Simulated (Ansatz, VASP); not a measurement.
HPt6: VASP beside Ansatz

```
Pt H
1.0
     5.61433    0.00000    0.00000
     0.00000    5.61433    0.00000
     0.00000    0.00000   21.85138
Pt H
12 2
Direct
  0.25000 0.25000 0.18305
  0.25000 0.75000 0.18305
  0.75000 0.25000 0.18305
  0.75000 0.75000 0.18305
  0.00000 0.00000 0.27121
  0.00000 0.50000 0.27121
  0.50000 0.00000 0.27121
  0.50000 0.50000 0.27121
  0.25000 0.25000 0.35931
  0.25000 0.75000 0.35931
  0.75000 0.25000 0.35931
  0.75000 0.75000 0.35931
  0.86686 0.00000 0.37990
  0.13314 0.00000 0.37990
```

Alike in both runs: task single point; functional PBE; k mesh 5 × 5 × 1; occupations gaussian, width 0.1 eV; no spin polarisation.

|  | VASP | Ansatz |
| --- | --- | --- |
| version | VASP 6.6.1 | Ansatz 0.2.0 |
| potentials or method | VASP PAW PBE potentials, release 64 (Pt, H), cutoff 520 eV | scalar-relativistic, plane waves, PAW |
| valence electrons in the cell | 122 | 218 |

Ansatz gave:

| Property | Result |
| --- | --- |
| gap on the k mesh at the Fermi level (eV) | none |
| rms of the force components (eV/Å) | 0.710 |

What did VASP give for the same quantities?

gap on the k mesh at the Fermi level (eV): none; rms of the force components (eV/Å): 0.727.

Atom by atom the forces differ by 0.023 eV/Å (rms over components). A gap of «none» marks a metal or a gap that the smearing closes. VASP's potentials hold 122 valence electrons a cell and Ansatz's 218, so a difference there can come from the potentials and not from the codes.

Neither program's run includes spin-orbit coupling.
